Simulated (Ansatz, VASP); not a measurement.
LiH: VASP beside Ansatz

```
CELL_PARAMETERS angstrom
0.00000 1.86990 2.03250
1.86990 0.00000 2.03250
1.86990 1.86990 0.00000
ATOMIC_POSITIONS crystal
Li 0.00000 0.00000 0.00000
H 0.50000 0.50000 0.50000
```

Change from the starting cell: strain -0.080 along x and y, +0.000 along z, atoms carried along.

Alike in both runs: task single point; functional PBE; k mesh 10 × 10 × 10; occupations gaussian, width 0.05 eV; no spin polarisation.

|  | VASP | Ansatz |
| --- | --- | --- |
| version | VASP 6.6.1 | Ansatz 0.2.0 |
| potentials or method | VASP PAW PBE potentials, release 64 (Li_sv, H), cutoff 520 eV | scalar-relativistic, plane waves, PAW |
| valence electrons in the cell | 4 | 4 |

```tsv
	VASP	Ansatz	Ansatz less VASP
gap on the k mesh at the Fermi level (eV)	1.88	1.89	+0.006
least direct gap on the mesh (eV)	2.57	2.58	+0.008
```

With one functional, cell and mesh, what is left measures potentials, basis and numerics.

Noted on VASP's run: the cutoff is short for stress, so the pressure is rough.
